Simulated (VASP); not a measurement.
Cu, 1 atom in the cell. It takes space group I4/mmm (No. 139, tetragonal). The conventional cell has a = 2.297 Å, b = 2.297 Å, c = 3.601 Å, α = 90.00°, β = 90.00°, γ = 90.00°. Within 3.0 Å of Cu (site symmetry 4/mmm) lie 12 Cu at 2.30 to 2.42 Å.  This cell differs from its parent crystal: volume 9.501 Å^3 an atom, c/a of the conventional cell 1.1085.

```yaml
Program: VASP 6.6.1
Task: single point
Functional: PBEsol
Potentials_or_basis: VASP PAW PBE potentials, release 64 (Cu)
Cutoff: 520 eV
k_mesh: 24 × 24 × 24
Occupations: gaussian, width 0.15 eV
Spin: no spin polarisation
Dipole_correction: no
Further_INCAR_settings: ALGO = Fast; EDIFF = 1e-06; NBANDS = 12
```

Potentials or basis: VASP PAW PBE potentials, release 64 (Cu).

Command:

```bash
$ cat potpaw_PBE.64/Cu/POTCAR > POTCAR
$ mpirun -np 1 vasp_std > vasp.out
```

Hardware: 1 thread of Intel(R) Xeon(R) 6975P-C (Granite Rapids), on a shared host.

Estimate the wall time of this run.

It took 51 s on 1 thread of Intel(R) Xeon(R) 6975P-C (Granite Rapids) (shared host), peak memory 0.22 GiB. Counts: scf iterations 14, k points 1063.
